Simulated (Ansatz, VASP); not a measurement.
# Two plane-wave programs on LiGeN

```
Li Ge N
1.0
     1.51243   -4.88551    0.00000
     1.51243    4.88551    0.00000
     0.00000    0.00000    4.78920
Li Ge N
2 2 2
Direct
  0.76520 0.23480 0.25000
  0.23480 0.76520 0.75000
  0.50000 0.50000 0.00000
  0.50000 0.50000 0.50000
  0.12293 0.87707 0.25000
  0.87707 0.12293 0.75000
```

Alike in both runs: functional PBE; k mesh 6 × 6 × 4; occupations gaussian, width 0.1 eV; no spin polarisation.

Ansatz relaxed the structure, and its values are those at the end. VASP's run is a single point on that final structure, the one shown.

```csv
,VASP,Ansatz
version,VASP 6.6.1,Ansatz 0.2.0
potentials or method,"VASP PAW PBE potentials, release 64 (Li_sv, Ge_d, N), cutoff 520 eV","scalar-relativistic, plane waves, PAW"
valence electrons in the cell,44,44
```

Ansatz gave:

| Item | Value |
| --- | --- |
| gap on the k mesh at the Fermi level (eV) | none |
| rms of the force components (eV/Å) | 0.003 |

**Question.** Estimate VASP's values.

**Answer.** gap on the k mesh at the Fermi level (eV): none; rms of the force components (eV/Å): 0.008.

A gap of «none» marks a metal or a gap that the smearing closes.

The k mesh is coarse, so the values compare programs but aren't converged. Noted on VASP's run: the cutoff is under 1.25 times that of the potentials, so the pressure is a little rough.
